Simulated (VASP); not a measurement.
Nb3Sn:

```
CELL_PARAMETERS angstrom
5.28210 0.00000 0.00000
0.00000 5.28210 0.00000
0.00000 0.00000 5.28210
ATOMIC_POSITIONS crystal
Nb 0.25000 0.00000 0.50000
Nb 0.50000 0.75000 0.00000
Nb 0.75000 0.00000 0.50000
Nb 0.50000 0.25000 0.00000
Nb 0.00000 0.50000 0.75000
Nb 0.00000 0.50000 0.25000
Sn 0.00000 0.00000 0.00000
Sn 0.50000 0.50000 0.50000
```

- Program: VASP 6.6.1
- Task: relaxation of cell and atoms
- Functional: PBE
- Potentials or basis: VASP PAW PBE potentials, release 64 (Nb_sv, Sn_d)
- Cutoff: 500 eV
- k mesh: 8 × 8 × 8
- Occupations: gaussian, width 0.1 eV
- Spin: no spin polarisation

At the start: pressure 3.3 GPa; volume 18.42 Å³/atom.

Q: How do energy, volume and symmetry change on relaxing?

A: Over 3 steps the energy falls by 3.6 meV/atom and the volume is 18.79 Å³/atom (+2.0 %); space group Pm-3n (No. 223, to 0.05 Å).

The path:
```csv
step,energy change (eV),largest force (eV/Å),pressure (GPa),volume (Å³)
1,0.0000,0.0000,3.29,147.37
2,0.0623,0.0000,-5.32,155.60
3,-0.0291,0.0000,-0.03,150.28
```

Final structure:
```yaml
crystal:
  lattice:
    - [5.31665, 0.00000, 0.00000]
    - [0.00000, 5.31665, 0.00000]
    - [0.00000, 0.00000, 5.31665]
  atoms:
    - { symbol: Nb, position: [0.25000, 0.00000, 0.50000] }
    - { symbol: Nb, position: [0.50000, 0.75000, 0.00000] }
    - { symbol: Nb, position: [0.75000, 0.00000, 0.50000] }
    - { symbol: Nb, position: [0.50000, 0.25000, 0.00000] }
    - { symbol: Nb, position: [0.00000, 0.50000, 0.75000] }
    - { symbol: Nb, position: [0.00000, 0.50000, 0.25000] }
    - { symbol: Sn, position: [0.00000, 0.00000, 0.00000] }
    - { symbol: Sn, position: [0.50000, 0.50000, 0.50000] }
```
